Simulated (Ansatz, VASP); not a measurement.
**One calculation of CuO, two programs**

Contents of INCAR:

```
ALGO = Normal ; EDIFF = 1E-7
ENCUT = 520 ; GGA = PE
ISIF = 2 ; ISMEAR = 0
LASPH = T ; LCHARG = T
LELF = T ; LREAL = F
LVHAR = T ; LWAVE = F
NBANDS = 25 ; NELM = 80
PREC = Accurate ; SIGMA = 0.1
```

Contents of KPOINTS:

```
k-points
0
Gamma
  6 6 4
```

The input POSCAR:

```
CuO
1.0
    2.3404404522     -1.7107783127     -0.0229301573
    2.3197430003      1.6824555157     -0.0101368612
   -0.8908838133      0.0240860588      5.0786274137
Cu O
2 2
Direct
   -0.0082652229      0.4939545091     -0.0055067082
    0.4909130835     -0.0195801087      0.4987901057
    0.5733962104      0.3983939412      0.2576963426
    0.3918683292      0.5610426818      0.7397132466
```

Input for Ansatz:

```yaml
crystal:
  lattice:
    - [2.3404404522, -1.7107783127, -0.0229301573]
    - [2.3197430003, 1.6824555157, -0.0101368612]
    - [-0.8908838133, 0.0240860588, 5.0786274137]
  atoms:
    - { symbol: Cu, position: [-0.0082652229, 0.4939545091, -0.0055067082] }
    - { symbol: Cu, position: [0.4909130835, -0.0195801087, 0.4987901057] }
    - { symbol: O, position: [0.5733962104, 0.3983939412, 0.2576963426] }
    - { symbol: O, position: [0.3918683292, 0.5610426818, 0.7397132466] }
basis:
  ecutwfc: 420
kpoints:
  mp_grid: { grid: [6, 6, 4] }
hamiltonian:
  xc: pbe
scf:
  occupations: { method: gaussian, width: 0.1 }
output:
  forces: true
  stress: true
  eigenvalues: true
```

Change from the starting cell: kmesh displaced: [6, 6, 4] Gamma-centred.

Alike in both runs: task single point; functional PBE; k mesh 6 × 6 × 4; occupations gaussian, width 0.1 eV; no spin polarisation.

|  | VASP | Ansatz |
| --- | --- | --- |
| version | VASP 6.6.1 | Ansatz 0.2.0 |
| potentials or method | VASP PAW PBE potentials, release 64 (Cu, O), cutoff 520 eV | scalar-relativistic, plane waves, PAW |
| valence electrons in the cell | 34 | 50 |

```csv
,VASP,Ansatz,Ansatz less VASP
gap on the k mesh at the Fermi level (eV),none,none,-
pressure (GPa),7.9,7.2,-0.69
"traceless stress, the component that is largest in VASP (GPa)",2.27,2.18,-0.088
rms of the force components (eV/Å),0.338,0.331,-0.0071
```

Atom by atom the forces differ by 0.024 eV/Å (rms over components). A gap of «none» marks a metal or a gap that the smearing closes. With one functional, cell and mesh, what is left measures potentials, basis and numerics. VASP's potentials hold 34 valence electrons a cell and Ansatz's 50, so a difference there can come from the potentials and not from the codes.

The k mesh is coarse, so the values compare programs but aren't converged.
